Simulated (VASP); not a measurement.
The system is AlAs (v.bB).

```
Al As
1.0
     0.00000    2.84000    2.84000
     2.84000    0.00000    2.84000
     2.84000    2.84000    0.00000
Al As
1 1
Direct
  0.00000 0.00000 0.00000
  0.25000 0.25000 0.25000
```

- Program: VASP 6.6.1
- Task: relaxation of cell and atoms
- Functional: PBE
- Potentials or basis: VASP PAW PBE potentials, release 64 (Al, As)
- Cutoff: 500 eV
- k mesh: 8 × 8 × 8
- Occupations: gaussian, width 0.02 eV
- Spin: no spin polarisation

At the start: pressure 2.0 GPa; volume 22.91 Å³/atom.

Question: How do energy, volume and symmetry change on relaxing?

Answer: Over 3 steps the energy falls by 3.9 meV/atom and the volume is 23.55 Å³/atom (+2.8 %); space group F-43m (No. 216, to 0.05 Å).

The path:
```tsv
step	energy change (eV)	largest force (eV/Å)	pressure (GPa)	volume (Å³)
1	0.0000	0.0000	1.98	45.81
2	-0.0061	0.0000	-0.85	47.72
3	-0.0077	0.0000	0.01	47.10
```

Final structure:
```yaml
crystal:
  lattice:
    - [0.00000, 2.86630, 2.86630]
    - [2.86630, 0.00000, 2.86630]
    - [2.86630, 2.86630, 0.00000]
  atoms:
    - { symbol: Al, position: [0.00000, 0.00000, 0.00000] }
    - { symbol: As, position: [0.25000, 0.25000, 0.25000] }
```
